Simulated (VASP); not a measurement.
AlO2, 3 atoms in the cell. The structure is tetragonal, space group P4/mmm (No. 123). Conventional cell: a = 3.113 Å, b = 3.113 Å, c = 4.766 Å, α = 90.00°, β = 90.00°, γ = 90.00°. Within 2.3 Å of Al (site symmetry 4/mmm) lie 2 O at 1.70 Å. Within 1.8 Å of O (site symmetry 4mm) lie 1 O at 1.36 Å and 1 Al at 1.70 Å. 

```yaml
Program: VASP 6.6.1
Task: single point
Functional: PBE
Potentials_or_basis: VASP PAW PBE potentials, release 64 (Al, O)
Cutoff: 520 eV
k_mesh: 6 × 6 × 4
Occupations: gaussian, width 0.1 eV
Spin: no spin polarisation
Dipole_correction: no
Further_INCAR_settings: ALGO = Normal; EDIFF = 1e-06; NBANDS = 14
```

Potentials or basis: VASP PAW PBE potentials, release 64 (Al, O).

Launch:

```sh
$ cat potpaw_PBE.64/Al/POTCAR potpaw_PBE.64/O/POTCAR > POTCAR
$ mpirun -np 1 vasp_std > vasp.out
```

Hardware: 1 thread of Intel Xeon 6975P-C, on a shared host.

Q: Estimate the wall time of this run.

A: It took 9.2 s on 1 thread of Intel Xeon 6975P-C, with other jobs on the host, peak memory 0.15 GiB. Counts: scf iterations 13, k points 30.
